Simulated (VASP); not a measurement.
# Sn in VASP: relaxation of the atoms with PBE

Aim: the relaxation of the atoms of Sn with PBE.

Program: VASP 6.6.1. These are calculated values, not measurements. Logs are shortened: lines on timing, memory, paths and dates and some standing lists are left out, and cuts for length are marked.

**1. The cell of the first run**

The cell holds a slab with vacuum, 6 atoms: a = 4.706 Å, b = 6.656 Å, c = 17.706 Å, α = 90.00°, β = 90.00°, γ = 90.00°.

**2. Relaxation of the atoms, PBE**

File INCAR:

```
ALGO = Normal ; DIPOL = 0.5 0.5 0.500
EDIFF = 1E-6 ; EDIFFG = -0.01
ENCUT = 520 ; GGA = PE
IBRION = 2 ; IDIPOL = 3
ISIF = 2 ; ISMEAR = -1
KPAR = 4 ; LASPH = True
LCHARG = False ; LDIPOL = True
LREAL = False ; LWAVE = False
NELM = 100 ; NSW = 60
PREC = Accurate ; SIGMA = 0.02
```

File KPOINTS:

```
k-points
0
Gamma
  7 5 1
```

File POSCAR:

```
Sn
1.0
    4.7064645878      0.0000000000      0.0000000000
    0.0000000000      6.6559460509      0.0000000000
    0.0000000000      0.0000000000     17.7065000000
Sn
6
Direct
    0.7500000000      0.1250000000      0.3670978288
    0.2500000000      0.8750000000      0.3670978288
    0.2500000000      0.6250000000      0.5000000000
    0.7500000000      0.3750000000      0.5000000000
    0.7500000000      0.1250000000      0.6329021712
    0.2500000000      0.8750000000      0.6329021712
```

Potentials or basis: VASP PAW PBE potentials, release 64 (Sn_d).

On the command line:

```console
$ cat potpaw_PBE.64/Sn_d/POTCAR > POTCAR
$ mpirun -np 4 vasp_std > vasp.out
```

OUTCAR:

```text
EDIFF = 1E-6
   EDIFFG = -0.01
   ENCUT = 520
   GGA = PE
   IBRION = 2
   ISIF = 2
   ISMEAR = -1
   LASPH = True
   LREAL = False
   NELM = 100
   NSW = 60
   PREC = Accurate

 ion  position               nearest neighbor table
   1  0.750  0.125  0.367-   2 2.88   2 2.88   4 2.88
   2  0.250  0.875  0.367-   1 2.88   1 2.88   3 2.88
   3  0.250  0.625  0.500-   4 2.88   4 2.88   6 2.88   2 2.88
   4  0.750  0.375  0.500-   3 2.88   3 2.88   5 2.88   1 2.88
   5  0.750  0.125  0.633-   6 2.88   6 2.88   4 2.88
   6  0.250  0.875  0.633-   5 2.88   5 2.88   3 2.88

  LATTYP: Found a simple orthorhombic cell.
 ALAT       =     4.7064645878
 B/A-ratio  =     1.4142135624
 C/A-ratio  =     3.7621657764

  Lattice vectors:

 A1 = (   4.7064645878,   0.0000000000,   0.0000000000)
 A2 = (   0.0000000000,   6.6559460509,   0.0000000000)
 A3 = (   0.0000000000,   0.0000000000,  17.7065000000)

Analysis of symmetry for initial positions (statically):
=====================================================================
 Subroutine PRICEL returns:
 Original cell was already a primitive cell.

 Routine SETGRP: Setting up the symmetry group for a
 simple orthorhombic supercell.

 Subroutine GETGRP returns: Found  8 space group operations
 (whereof  4 operations were pure point group operations)
 out of a pool of  8 trial point group operations.

The static configuration has the point symmetry C_2h.
 The point group associated with its full space group is D_2h.

Analysis of symmetry for dynamics (positions and initial velocities):
=====================================================================
 Subroutine PRICEL returns:
 Original cell was already a primitive cell.

 Routine SETGRP: Setting up the symmetry group for a
 simple orthorhombic supercell.

 Subroutine GETGRP returns: Found  8 space group operations
 (whereof  4 operations were pure point group operations)
 out of a pool of  8 trial point group operations.

The dynamic configuration has the point symmetry C_2h.
[... 139 lines left out ...]
  ---------------------------------------------------
  ext. energy  EPLUGINS =         0.00000000
  ---------------------------------------------------
  free energy    TOTEN  =       -20.45239391 eV

  energy without entropy =      -20.44431067  energy(sigma->0) =      -20.44835229

------------------------ aborting loop because EDIFF is reached ----------------------------------------

  FORCE on cell =-STRESS in cart. coord.  units (eV):
  Direction    XX          YY          ZZ          XY          YZ          ZX
  --------------------------------------------------------------------------------------
  -------------------------------------------------------------------------------------
  Total       -0.4852907     -0.6090178     -0.4266725      0.0000000      0.0000000      0.0000000
  in kB       -1.4017650     -1.7591515     -1.2324462      0.0000000      0.0000000      0.0000000
  external PRESSURE =      -1.4644542 kB  Pullay stress =       0.0000000 kB
[... 101 lines left out ...]
  FREE ENERGIE OF THE ION-ELECTRON SYSTEM (eV)
  ---------------------------------------------------
  free  energy   TOTEN  =       -20.4689079195 eV

  energy  without entropy=      -20.4611198102  energy(sigma->0) =      -20.46501386

[... ionic steps 4 to 9 ...]

--------------------------------------- Ionic step       10  -------------------------------------------

 number of electron      83.9999999 magnetization

------------------------ aborting loop because EDIFF is reached ----------------------------------------
[... 35 lines left out ...]
--------------------------------------- Ionic step       11  -------------------------------------------

 number of electron      83.9999994 magnetization

 dipolmoment           0.000000      0.000000     -0.000000 electrons x Angstroem

------------------------ aborting loop because EDIFF is reached ----------------------------------------

  FORCE on cell =-STRESS in cart. coord.  units (eV):
  Direction    XX          YY          ZZ          XY          YZ          ZX
  --------------------------------------------------------------------------------------
  -------------------------------------------------------------------------------------
  Total        0.4872980      0.3311625     -0.0862357      0.0000000      0.0000000      0.0000000
  in kB        1.4075631      0.9565649     -0.2490924      0.0000000      0.0000000      0.0000000
  external PRESSURE =       0.7050119 kB  Pullay stress =       0.0000000 kB
[... 27 lines left out ...]
--------------------------------------- Ionic step       12  -------------------------------------------

 number of electron      83.9999995 magnetization

 dipolmoment           0.000000      0.000000      0.000000 electrons x Angstroem

 Free energy of the ion-electron system (eV)
  ---------------------------------------------------
  ext. energy  EPLUGINS =         0.00000000
  ---------------------------------------------------
  free energy    TOTEN  =       -20.47206514 eV

  energy without entropy =      -20.46436859  energy(sigma->0) =      -20.46821686

 E-fermi :  -0.6371     XC(G=0):  -4.1960

 val. band max:       -0.6596413172   @ k =   0.2857   0.2000   0.0000
 cond. band min:      -0.6239621455   @ k =   0.2857   0.4000   0.0000
 fundamental gap:      0.0356791717
 Fermi energy:        -0.6371149740

 k-point     1 :       0.0000    0.0000    0.0000
  band No.  band energies     occupation
      1     -22.1893      2.00000
      2     -22.1715      2.00000
      3     -22.1494      2.00000
      4     -22.1270      2.00000
      5     -22.1222      2.00000
      6     -22.1063      2.00000
[... 625 lines left out ...]
     49       3.1751      0.00000
     50       3.6186      0.00000

------------------------ aborting loop because EDIFF is reached ----------------------------------------

 vacuum level on the upper side and lower side of the slab       (xc-potential included)        -0.018        -0.018

  FORCE on cell =-STRESS in cart. coord.  units (eV):
  Direction    XX          YY          ZZ          XY          YZ          ZX
  --------------------------------------------------------------------------------------
  -------------------------------------------------------------------------------------
  Total        0.4448643      0.2899451     -0.1030535      0.0000000      0.0000000      0.0000000
  in kB        1.2849933      0.8375080     -0.2976706      0.0000000      0.0000000      0.0000000
  external PRESSURE =       0.6082769 kB  Pullay stress =       0.0000000 kB
[... 21 lines left out ...]
  FREE ENERGIE OF THE ION-ELECTRON SYSTEM (eV)
  ---------------------------------------------------
  free  energy   TOTEN  =       -20.4720651396 eV

  energy  without entropy=      -20.4643685852  energy(sigma->0) =      -20.46821686

 reached required accuracy - stopping structural energy minimisation

 vacuum level on the upper side and lower side of the slab         3.570         3.570
```

Run time: 11 min. Hardware: 4 MPI ranks of Intel Xeon Platinum 8259CL at 2.50GHz (Skylake/Cascade Lake), shared host; peak memory 0.7 GiB.

What came out:

* Free energy: -20.4721 eV
* Energy gained by relaxing: 3.3 meV/atom
* Ionic steps: 12
* Largest force after relaxing: 0.004 eV/Å
* Band gap on the k mesh: zero (bands 42 and 43 overlap by 0.15 eV)

Forces in eV/Å, atoms in the order of the input:
```
Sn   0.000 -0.001  0.004
Sn   0.000  0.001  0.004
Sn   0.000 -0.002  0.000
Sn   0.000  0.002  0.000
Sn   0.000 -0.001 -0.004
Sn   0.000  0.001 -0.004
```

Step by step:
| step | energy change (eV) | largest force (eV/Å) | pressure (GPa) |
| --- | --- | --- | --- |
| 1 | 0.0000 | 0.2501 | -0.15 |
| 2 | -0.0100 | 0.1602 | -0.12 |
| 3 | -0.0165 | 0.0563 | -0.07 |
| 4 | -0.0165 | 0.0574 | -0.05 |
| 5 | -0.0173 | 0.0463 | -0.04 |
| 6 | -0.0181 | 0.0375 | -0.01 |
| 7 | -0.0182 | 0.1116 | 0.04 |
| 8 | -0.0184 | 0.0725 | 0.01 |
| 9 | -0.0191 | 0.0458 | 0.03 |
| 10 | -0.0195 | 0.0243 | 0.04 |
| 11 | -0.0196 | 0.0187 | 0.07 |
| 12 | -0.0197 | 0.0041 | 0.06 |

Final structure:
```
Sn
1.0
     4.70646    0.00000    0.00000
     0.00000    6.65595    0.00000
     0.00000    0.00000   17.70650
Sn
6
Direct
  0.75000 0.11995 0.36895
  0.25000 0.88005 0.36895
  0.25000 0.62490 0.50000
  0.75000 0.37510 0.50000
  0.75000 0.11995 0.63105
  0.25000 0.88005 0.63105
```

Caveat: spin-orbit coupling is left out, which moves the levels of the heavy elements.

The gap in the log of VASP goes by the Fermi energy; the results here count the filled bands.